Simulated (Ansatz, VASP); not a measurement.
## TiS2 in VASP and in Ansatz

```
Ti S
1.0
     3.39935    0.00000    0.00000
    -1.69967    2.94392    0.00000
     0.00000    0.00000    5.71978
Ti S
1 2
Direct
  0.00000 0.00000 0.00000
  0.33333 0.66667 0.24635
  0.66667 0.33333 0.75365
```

Change from the starting cell: hydrostatic strain -0.3%.

Alike in both runs: task single point; functional HSE06; k mesh 6 × 6 × 4; occupations fermi-dirac, width 0.02 eV; no spin polarisation.

|  | VASP | Ansatz |
| --- | --- | --- |
| version | VASP 6.6.1 | Ansatz 0.2.0 |
| potentials or method | VASP PAW PBE potentials, release 64 (Ti_sv, S) | plane waves, PAW |
| plane-wave cutoff (eV) | 400 | 420 |
| valence electrons in the cell | 24 | 24 |

Ansatz gave:

- pressure (GPa): 0.5
- traceless stress, the component that is largest in VASP (GPa): -0.08
- rms of the force components (eV/Å): 0.113

Q: Estimate VASP's values.

A: Pressure (GPa): 0.1; traceless stress, the component that is largest in VASP (GPa): -0.01; rms of the force components (eV/Å): 0.111.

Atom by atom the forces differ by 0.001 eV/Å (rms over components). Ansatz's warnings: stress exchange threshold loose, stress scf threshold loose.
